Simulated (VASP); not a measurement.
Runs of VASP 6.6.1 on P. The structure is that of space group P6_3/mmc (No. 194), or close to it. The cells are those of the table. 

```csv
task,cell,k mesh,cutoff (eV),gap on the mesh (eV),pressure (GPa)
single point,"a = 2.559, b = 2.559, c = 9.554 Å, angles 90.0, 90.0, 120.0°, 4 atoms",15 × 15 × 4,520,none,8.4
single point,"a = 2.732, b = 2.732, c = 10.201 Å, angles 90.0, 90.0, 120.0°, 4 atoms",15 × 15 × 4,520,none,-8.5
single point,"a = 2.666, b = 2.666, c = 9.953 Å, angles 90.0, 90.0, 120.0°, 4 atoms",15 × 15 × 4,520,none,(b)
single point,"a = 2.699, b = 2.699, c = 10.078 Å, angles 90.0, 90.0, 120.0°, 4 atoms",15 × 15 × 4,520,none,-6.3
single point,"a = 2.631, b = 2.631, c = 9.823 Å, angles 90.0, 90.0, 120.0°, 4 atoms",15 × 15 × 4,520,none,(a)
single point,"a = 2.631, b = 2.631, c = 9.823 Å, angles 90.0, 90.0, 120.0°, 4 atoms",13 × 13 × 4,520,none,-0.2
single point,"a = 2.521, b = 2.521, c = 9.413 Å, angles 90.0, 90.0, 120.0°, 4 atoms",15 × 15 × 4,520,none,14.2
relaxation of cell and atoms,"relaxed from a = 2.782, b = 2.782, c = 9.086 Å, angles 90.0, 90.0, 120.0°, 4 atoms",13 × 13 × 4,600,-,-0.1
single point,"a = 2.595, b = 2.595, c = 9.690 Å, angles 90.0, 90.0, 120.0°, 4 atoms",15 × 15 × 4,520,none,3.5
single point,"a = 2.631, b = 2.631, c = 9.823 Å, angles 90.0, 90.0, 120.0°, 4 atoms",18 × 18 × 5,520,none,-0.2
```

Alike in all rows: level PBE; potentials or basis VASP PAW PBE potentials, release 64 (P); no spin polarisation; smearing fermi-dirac 0.1 eV.

Task: Estimate the missing entries.

Result: (a) -0.4; (b) -3.6.

Caveats: the bands computed are all filled at some k points, so no gap is given (some runs).

A gap of «none» marks levels without a gap at the run's occupations.
